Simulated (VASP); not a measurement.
A run of VASP 6.6.1:

Contents of INCAR:

```
PREC = Accurate
ENCUT = 520
EDIFF = 1E-7
ISMEAR = -1
SIGMA = 0.03
LREAL = F
LASPH = T
NELM = 150
ALGO = Normal
ISIF = 2
LWAVE = F
LCHARG = F
ISPIN = 2
MAGMOM = -1 2
LORBIT = 11
LMAXMIX = 4
GGA = PS
NBANDS = 22
```

KPOINTS

```
Automatic mesh
0
Gamma
  11 11 11
```

Contents of POSCAR:

```
TiCo
1.0
    3.0058871358      0.0000000000      0.0000000000
    0.0000000000      3.0058871358      0.0000000000
    0.0000000000      0.0000000000      3.0058871358
Ti Co
1 1
Direct
    0.0000000000      0.0000000000      0.0000000000
    0.5000000000      0.5000000000      0.5000000000
```

Potentials or basis: VASP PAW PBE potentials, release 64 (Ti_sv, Co).

The run is started by

```console
$ cat potpaw_PBE.64/Ti_sv/POTCAR potpaw_PBE.64/Co/POTCAR > POTCAR
$ mpirun -np 1 vasp_std > vasp.out
```

Hardware: 1 thread of Intel Xeon 8259CL, on a shared host.

Q: How long does it take, and how much memory?

A: It took 120 s on 1 thread of Intel Xeon 8259CL, on a shared host, peak memory 0.18 GiB. Counts: scf iterations 20, k points 56.
